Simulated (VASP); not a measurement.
Crystal: MoH5.

```xyz
6
Lattice="0.0000 3.0208 3.0208 3.0208 0.0000 3.0208 3.0208 3.0208 0.0000" Properties=species:S:1:pos:R:3 pbc="T T T"
H     3.7760    2.2656    2.2656
H     3.7760    3.7760    3.7760
H     2.2656    3.7760    2.2656
H     2.2656    2.2656    3.7760
H     1.5104    1.5104    1.5104
Mo    0.0000    0.0000    0.0000
```

```yaml
Program: VASP 6.6.1
Task: relaxation of cell and atoms
Functional: PBE
Potentials_or_basis: VASP PAW PBE potentials, release 64 (H, Mo_sv)
Cutoff: 600 eV
k_mesh: 6 × 6 × 6
Occupations: gaussian, width 0.1 eV
Spin: no spin polarisation
```

At the start: pressure -32.9 GPa; volume 9.19 Å³/atom.

Where does the relaxation end?

Over 7 steps the energy falls by 767.7 meV/atom and the volume is 4.83 Å³/atom (-47.4 %); space group F-43m (No. 216, to 0.05 Å).

Step by step:
```tsv
step	energy change (eV)	largest force (eV/Å)	pressure (GPa)	volume (Å³)
1	0.0000	0.3441	-32.86	55.13
2	-2.9008	0.2537	-32.46	41.42
3	6.5783	1.9241	437.71	14.97
4	-3.9631	0.2079	-25.59	35.64
5	-4.4542	0.1399	20.44	26.37
6	-4.5971	0.0275	-4.14	29.60
7	-4.6060	0.0007	-0.43	28.98
```

Final structure:
```
CELL_PARAMETERS angstrom
0.00000 2.43807 2.43807
2.43807 0.00000 2.43807
2.43807 2.43807 0.00000
ATOMIC_POSITIONS crystal
H 0.11942 0.62686 0.62686
H 0.62686 0.62686 0.62686
H 0.62686 0.11942 0.62686
H 0.62686 0.62686 0.11942
H 0.25000 0.25000 0.25000
Mo 0.00000 0.00000 0.00000
```

Caveat: the volume moved by over 15 % at a fixed basis, so the end points are rough.
